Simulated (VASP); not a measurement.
Set up this calculation in VASP 6.6.1, as the native input.

| Property | Result |
| --- | --- |
| Task | single point |
| Functional | PBEsol |
| Potentials or basis | VASP PAW PBE potentials, release 64 (C, O) |
| Cutoff | 520 eV |
| k mesh | 2 × 6 × 4 |
| Occupations | gaussian, width 0.1 eV |
| Spin | no spin polarisation |
| Dipole correction | no |
| Further INCAR settings | ALGO = Normal; EDIFF = 1e-06; NBANDS = 44 |

The structure of CO2 lies in POSCAR:

```
CO2
1.0
   10.9946670000      0.0000000000      0.0000000000
    0.0000000000      3.7668170000      0.0000000000
    0.0000000000      0.0000000000      5.5832640000
C O
4 8
Direct
    0.6637600000      0.2372820000      0.1022770000
    0.3362400000      0.7627180000      0.6022770000
    0.8362400000      0.7372820000      0.6022770000
    0.1637600000      0.2627180000      0.1022770000
    0.5654210000      0.3277110000      0.0486220000
    0.4345790000      0.6722890000      0.5486220000
    0.9345790000      0.8277110000      0.5486220000
    0.0654210000      0.1722890000      0.0486220000
    0.7625500000      0.1467420000      0.1571000000
    0.2374500000      0.8532580000      0.6571000000
    0.7374500000      0.6467420000      0.6571000000
    0.2625500000      0.3532580000      0.1571000000
```

One way to write it, as run:

INCAR

```
PREC = Accurate ; ENCUT = 520
EDIFF = 1E-6 ; ISMEAR = 0
SIGMA = 0.1 ; LREAL = F
LASPH = T ; NELM = 100
ALGO = Normal ; ISIF = 2
LWAVE = F ; LCHARG = F
GGA = PS ; NBANDS = 44
```

KPOINTS

```
regular mesh
0
Gamma
  2 6 4
```

Potentials or basis: VASP PAW PBE potentials, release 64 (C, O).

Launch:

```sh
$ cat potpaw_PBE.64/C/POTCAR potpaw_PBE.64/O/POTCAR > POTCAR
$ mpirun -np 1 vasp_std > vasp.out
```

Results of the run:

```
Pressure               : -0.4 GPa
Largest force          : 0.185 eV/Å
Band gap on the k mesh : 6.49 eV
```

Caveat: this functional lacks dispersion, which holds the molecules together, so the pressure and a relaxed volume are unreliable; the PAW data sets were made with another functional, which shifts forces and pressure a little.

Run time: 3.3 min on 1 thread of AMD EPYC 7R13 Processor (Zen 3), with other jobs on the host, peak memory 0.37 GiB.
